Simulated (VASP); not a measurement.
Input of a VASP 6.6.1 run:

The input INCAR:

```
  PREC = Accurate
  ENCUT = 600
  EDIFF = 1E-7
  ISMEAR = 0
  SIGMA = 0.1
  LREAL = False
  LASPH = True
  NELM = 100
  ALGO = Normal
  ISIF = 3
  LWAVE = False
  LCHARG = False
  GGA = PE
  IBRION = 2
  NSW = 65
  EDIFFG = -0.01
```

Contents of KPOINTS:

```
Automatic mesh
0
Gamma
  15 15 3
```

The input POSCAR:

```
Sc
1.0
    3.3189332467      0.0000000000      0.0000000000
   -1.6594666233      2.8742805051      0.0000000000
    0.0000000000      0.0000000000     15.4921528078
Sc
6
Direct
    0.0000000000      0.0000000000      0.0000000000
    0.3333333333      0.6666666667      0.1666666667
    0.6666666667      0.3333333333      0.3333333333
    0.0000000000      0.0000000000      0.5000000000
    0.6666666667      0.3333333333      0.6666666667
    0.3333333333      0.6666666667      0.8333333333
```

Potentials or basis: VASP PAW PBE potentials, release 64 (Sc_sv).

The run is started by

```console
$ cat potpaw_PBE.64/Sc_sv/POTCAR > POTCAR
$ mpirun -np 1 vasp_std > vasp.out
```

Question: What does it give for the band gap on the k mesh?

Answer: Zero (band 33 reaches 4.43 eV, above the bottom of band 34 at 3.42 eV).

Final structure:
```xyz
6
Lattice="3.2846 0.0000 0.0000 -1.6423 2.8445 0.0000 0.0000 0.0000 15.8192" Properties=species:S:1:pos:R:3 pbc="T T T"
Sc    1.6423    2.8445   15.8192
Sc    0.0000    1.8963    2.6162
Sc    1.6423    0.9482    5.2934
Sc    1.6423    2.8445    7.9096
Sc    1.6423    0.9482   10.5258
Sc    0.0000    1.8963   13.2030
```
